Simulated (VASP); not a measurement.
# WCl (P3m1) in VASP: single point with PBE

Aim: the single point of WCl with PBE.

Program: VASP 6.6.1. These are calculated values, not measurements. Logs are shortened: lines on timing, memory, paths and dates and some standing lists are left out, and cuts for length are marked.

### Step 1. The cell of the first run

It takes space group P3m1 (No. 156, trigonal). Conventional cell: a = 2.923 Å, b = 2.923 Å, c = 5.861 Å, α = 90.00°, β = 90.00°, γ = 120.00°. W (site symmetry 3m) has 3 Cl at 2.46 Å and 6 W at 2.92 Å within 3.2 Å. Within 3.2 Å of Cl (site symmetry 3m) lie 3 W at 2.46 Å and 6 Cl at 2.92 Å.

### Step 2. Single point, PBE

Input file INCAR:

```
SYSTEM = WCl
PREC = Accurate ; ENCUT = 500
EDIFF = 1E-6 ; ISMEAR = 0
SIGMA = 0.2 ; LREAL = .False.
LASPH = .True. ; NELM = 120
ALGO = Normal ; ISIF = 2
LWAVE = .False. ; LCHARG = .False.
GGA = PE ; NBANDS = 18
GGA_COMPAT = .False.
```

Input file KPOINTS:

```
Automatic mesh
0
Gamma
  7 7 4
  0 0 0
```

Input file POSCAR:

```
WCl
1.0
    2.9233094067      0.0000000000      0.0000000000
   -1.4616547033      2.5316602093      0.0000000000
    0.0000000000      0.0000000000      5.8606059426
W Cl
1 1
Direct
    0.6666666667      0.3333333333      0.2897269071
    0.3333333333      0.6666666667      0.5945120129
```

Potentials or basis: VASP PAW PBE potentials, release 64 (W_sv, Cl).

The run is started by

```sh
cat potpaw_PBE.64/W_sv/POTCAR potpaw_PBE.64/Cl/POTCAR > POTCAR
mpirun -np 1 vasp_std > vasp.out
```

OUTCAR:

```text
SYSTEM = WCl
   PREC = Accurate
   ENCUT = 500
   EDIFF = 1E-6
   ISMEAR = 0
   LREAL = .False.
   LASPH = .True.
   NELM = 120
   ISIF = 2
   GGA = PE

 ion  position               nearest neighbor table
   1  0.667  0.333  0.290-   2 2.46   2 2.46   2 2.46
   2  0.333  0.667  0.595-   1 2.46   1 2.46   1 2.46

  LATTYP: Found a hexagonal cell.
 ALAT       =     2.9233094067
 C/A-ratio  =     2.0047846900

  Lattice vectors:

 A1 = (   2.9233094067,   0.0000000000,   0.0000000000)
 A2 = (  -1.4616547033,   2.5316602093,   0.0000000000)
 A3 = (   0.0000000000,   0.0000000000,   5.8606059426)

Analysis of symmetry for initial positions (statically):
=====================================================================
 Subroutine PRICEL returns:
 Original cell was already a primitive cell.

 Routine SETGRP: Setting up the symmetry group for a
 hexagonal supercell.

 Subroutine GETGRP returns: Found  6 space group operations
 (whereof  6 operations were pure point group operations)
 out of a pool of 24 trial point group operations.

The static configuration has the point symmetry C_3v.

Analysis of symmetry for dynamics (positions and initial velocities):
=====================================================================
 Subroutine PRICEL returns:
 Original cell was already a primitive cell.

 Routine SETGRP: Setting up the symmetry group for a
 hexagonal supercell.

 Subroutine GETGRP returns: Found  6 space group operations
 (whereof  6 operations were pure point group operations)
 out of a pool of 24 trial point group operations.

The dynamic configuration has the point symmetry C_3v.

 Subroutine INISYM returns: Found  6 space group operations
 (whereof  6 operations are pure point group operations),
 and found     1 'primitive' translations

----------------------------------------------------------------------------------------

                                     Primitive cell

  volume of cell :      43.3733

  direct lattice vectors                    reciprocal lattice vectors
     2.923309407  0.000000000  0.000000000     0.342078056  0.197498858  0.000000000
    -1.461654703  2.531660209  0.000000000     0.000000000  0.394997716  0.000000000
     0.000000000  0.000000000  5.860605943     0.000000000  0.000000000  0.170630820

  length of vectors
     2.923309407  2.923309407  5.860605943     0.394997716  0.394997716  0.170630820

  position of ions in fractional coordinates (direct lattice)
     0.666666667  0.333333333  0.289726907
     0.333333333  0.666666667  0.594512013

  ion indices of the primitive-cell ions
   primitive index   ion index
                 1           1
                 2           2

----------------------------------------------------------------------------------------

 KPOINTS: Automatic mesh

Automatic generation of k-mesh.
 Grid dimensions read from file:
 generate k-points for:    7    7    4

 Generating k-lattice:

  Cartesian coordinates                     Fractional coordinates (reciprocal lattice)
     0.048868294  0.028214123  0.000000000     0.142857143  0.000000000  0.000000000
     0.000000000  0.056428245  0.000000000     0.000000000  0.142857143  0.000000000
     0.000000000  0.000000000  0.042657705     0.000000000  0.000000000  0.250000000

  Length of vectors
     0.056428245  0.056428245  0.042657705

  Shift w.r.t. Gamma in fractional coordinates (k-lattice)
     0.000000000  0.000000000  0.000000000

 Subroutine IBZKPT returns following result:
 ===========================================

 Found     28 irreducible k-points:

 Following reciprocal coordinates:
            Coordinates               Weight
  0.000000  0.000000  0.000000      1.000000
  0.142857  0.000000  0.000000      6.000000
  0.285714  0.000000  0.000000      6.000000
  0.428571  0.000000  0.000000      6.000000
  0.142857  0.142857  0.000000      6.000000
  0.285714  0.142857  0.000000     12.000000
[... 16 lines left out ...]
  0.285714  0.000000  0.500000      6.000000
  0.428571  0.000000  0.500000      6.000000
 [... further k-points ...]
   k-points           NKPTS =     28   k-points in BZ     NKDIM =     28   number of bands    NBANDS=     18
   number of dos      NEDOS =    301   number of ions     NIONS =      2
   total plane-waves  NPLWV =  27648
   dimension x,y,z NGX =    24 NGY =   24 NGZ =   48
   dimension x,y,z NGXF=    48 NGYF=   48 NGZF=   96
   ions per type =               1   1
   NGX,Y,Z   is equivalent  to a cutoff of  13.65, 13.65, 13.62 a.u.
   NGXF,Y,Z  is equivalent  to a cutoff of  27.30, 27.30, 27.23 a.u.
 SYSTEM =  WCl
   PREC   = accura    normal or accurate (medium, high low for compatibility)
   ISTART =      0    job   : 0-new  1-cont  2-samecut
   ICHARG =      2    charge: 1-file 2-atom 10-const
   ISPIN  =      1    spin polarized calculation?
   LNONCOLLINEAR =      F non collinear calculations
   LSORBIT =      F    spin-orbit coupling
   LASPH  =      T    aspherical Exc in radial PAW
   ENCUT  =  500.0 eV  36.75 Ry    6.06 a.u.   5.33  5.33 10.69*2*pi/ulx,y,z
   NELM   =    120;   NELMIN=  2; NELMDL= -5     # of ELM steps
   EDIFF  = 0.1E-05   stopping-criterion for ELM
   LREAL  =      F    real-space projection
   EDIFFG = 0.1E-04   stopping-criterion for IOM
   NSW    =      0    number of steps for IOM
   IBRION =     -1    ionic relax: 0-MD 1-quasi-New 2-CG
   NFREE  =      0    steps in history (QN), initial steepest desc. (CG)
   ISIF   =      2    stress and relaxation
   ISYM   =      2    0-nonsym 1-usesym 2-fastsym
   POTIM  = 0.5000    time-step for ionic-motion
   TEBEG  =    0.0;   TEEND  =   0.0 temperature during run
   PSTRESS=    0.0 pullay stress
   NELECT =      21.0000    total number of electrons
   NUPDOWN=      -1.0000    fix difference up-down
   EMIN   =  10.00;   EMAX   =-10.00  energy-range for DOS
   EFERMI =   0.00;   METHOD = LEGACY
   ISMEAR =     0;   SIGMA  =   0.20  broadening in eV -4-tet -1-fermi 0-gaus
   EFERMI_NEDOS =   21; number of points for ismear=-14 and -15
   IALGO  =     38    algorithm
   IMIX   =      4    mixing-type and parameters
     AMIX     =   0.40;   BMIX     =  1.00
     AMIX_MAG =   1.60;   BMIX_MAG =  1.00
  volume/ion in A,a.u.               =      21.69       146.35
  Fermi-wavevector in a.u.,A,eV,Ry     =   1.285505  2.429252 22.483933  1.652522
  Thomas-Fermi vector in A             =   2.417635
   LORBIT       =      0    0 simple, 1 ext, 2 COOP (PROOUT), +10 PAW based schemes
   GGA     = PE    functional components
   LHFCALC =     F    Hartree Fock is set to
   AEXX    =    0.0000 exact exchange contribution
   IVDW    =     0    specifies the selected vdW correction
   LEPSILON=     F    determine dielectric tensor
   LRPA    =     F    only Hartree local field effects (RPA)
 non-spin polarized calculation
 Gauss-broadening in eV      SIGMA  =   0.20
  energy-cutoff  :      500.00
  volume of cell :       43.37
 maximum number of plane-waves:      1126
 NGX is ok and might be reduce to    24
   NGX = 11   NGY = 11   NGZ = 21

 number of electron      21.0000002 magnetization

 Free energy of the ion-electron system (eV)
  ---------------------------------------------------
  ext. energy  EPLUGINS =         0.00000000
  ---------------------------------------------------
  free energy    TOTEN  =       -13.22353780 eV

  energy without entropy =      -13.18155180  energy(sigma->0) =      -13.20254480

 E-fermi :   6.1291     XC(G=0): -10.2480

 val. band max:        6.1223301054   @ k =   0.0000   0.2857   0.2500
 cond. band min:       6.1586718323   @ k =   0.2857   0.1429   0.2500
 fundamental gap:      0.0363417270
 Fermi energy:         6.1291061785

 k-point     1 :       0.0000    0.0000    0.0000
  band No.  band energies     occupation
      1     -68.5725      2.00000
      2     -33.0572      2.00000
      3     -32.2673      2.00000
      4     -32.2673      2.00000
      5     -13.0962      2.00000
      6      -2.2965      2.00000
[... 10 lines left out ...]
     17      16.7826      0.00000
     18      17.2798      0.00000

 k-point     2 :       0.1429    0.0000    0.0000
  band No.  band energies     occupation
      1     -68.5631      2.00000
      2     -33.0361      2.00000
      3     -32.4017      2.00000
      4     -32.2985      2.00000
      5     -12.8344      2.00000
      6      -1.8802      2.00000
[... 10 lines left out ...]
     17      15.9673      0.00000
     18      16.7940      0.00000

 k-point     3 :       0.2857    0.0000    0.0000
  band No.  band energies     occupation
      1     -68.5419      2.00000
      2     -32.9887      2.00000
      3     -32.6948      2.00000
      4     -32.3680      2.00000
      5     -12.1678      2.00000
      6      -1.3121      2.00000
[... 10 lines left out ...]
     17      17.1062      0.00000
     18      18.4062      0.00000

 k-point     4 :       0.4286    0.0000    0.0000
  band No.  band energies     occupation
      1     -68.5250      2.00000
      2     -32.9515      2.00000
      3     -32.9205      2.00000
      4     -32.4230      2.00000
      5     -11.5107      2.00000
      6      -2.8079      2.00000
[... 375 lines left out ...]
      4     -32.2985      2.00000
      5     -12.8247      2.00000
      6      -2.0720      2.00000
[... 10 lines left out ...]
     17      16.4552      0.00000
     18      16.9314      0.00000

 k-point    23 :       0.2857    0.0000    0.5000
  band No.  band energies     occupation
      1     -68.5419      2.00000
      2     -32.9887      2.00000
      3     -32.6948      2.00000
      4     -32.3680      2.00000
      5     -12.1631      2.00000
      6      -1.3045      2.00000
[... 10 lines left out ...]
     17      15.1364      0.00000
     18      18.1160      0.00000

 k-point    24 :       0.4286    0.0000    0.5000
  band No.  band energies     occupation
      1     -68.5249      2.00000
      2     -32.9515      2.00000
      3     -32.9205      2.00000
      4     -32.4230      2.00000
      5     -11.5111      2.00000
      6      -2.7847      2.00000
[... 10 lines left out ...]
     17      14.2391      0.00000
     18      17.1237      0.00000

 [... further k-points ...]

------------------------ aborting loop because EDIFF is reached ----------------------------------------

  FORCE on cell =-STRESS in cart. coord.  units (eV):
  Direction    XX          YY          ZZ          XY          YZ          ZX
  --------------------------------------------------------------------------------------
  -------------------------------------------------------------------------------------
  Total        0.0056163      0.0056163      0.0155461      0.0000000      0.0000000      0.0000000
  in kB        0.2074634      0.2074634      0.5742628      0.0000000      0.0000000      0.0000000
  external PRESSURE =       0.3297299 kB  Pullay stress =       0.0000000 kB

 VOLUME and BASIS-vectors are now :
 -----------------------------------------------------------------------------
  energy-cutoff  :      500.00
  volume of cell :       43.37
      direct lattice vectors                 reciprocal lattice vectors
     2.923309407  0.000000000  0.000000000     0.342078056  0.197498858  0.000000000
    -1.461654703  2.531660209  0.000000000     0.000000000  0.394997716  0.000000000
     0.000000000  0.000000000  5.860605943     0.000000000  0.000000000  0.170630820

 POSITION                                       TOTAL-FORCE (eV/Angst)
 -----------------------------------------------------------------------------------
      1.46165      0.84389      1.69798         0.000000      0.000000     -0.036930
     -0.00000      1.68777      3.48420        -0.000000      0.000000      0.036930
 -----------------------------------------------------------------------------------
    total drift:                                0.000000      0.000000      0.000357

  FREE ENERGIE OF THE ION-ELECTRON SYSTEM (eV)
  ---------------------------------------------------
  free  energy   TOTEN  =       -13.2235378025 eV

  energy  without entropy=      -13.1815518005  energy(sigma->0) =      -13.20254480
```

Run time: 12 s. Hardware: 1 thread of Intel Xeon Platinum 8559C (Emerald Rapids), shared host; peak memory 0.17 GiB.

Results:

| Item | Value |
| --- | --- |
| Free energy | -13.2235 eV |
| Pressure | 0.0 GPa |
| Largest force | 0.037 eV/Å |

Forces in eV/Å, atoms in the order of the input:
```
W    0.000  0.000 -0.037
Cl   0.000  0.000  0.037
```

Caveat: spin-orbit coupling is left out, which moves the levels of the heavy elements; an odd number of electrons without spin polarisation forces a metal; a magnetic or distorted state may lie lower.
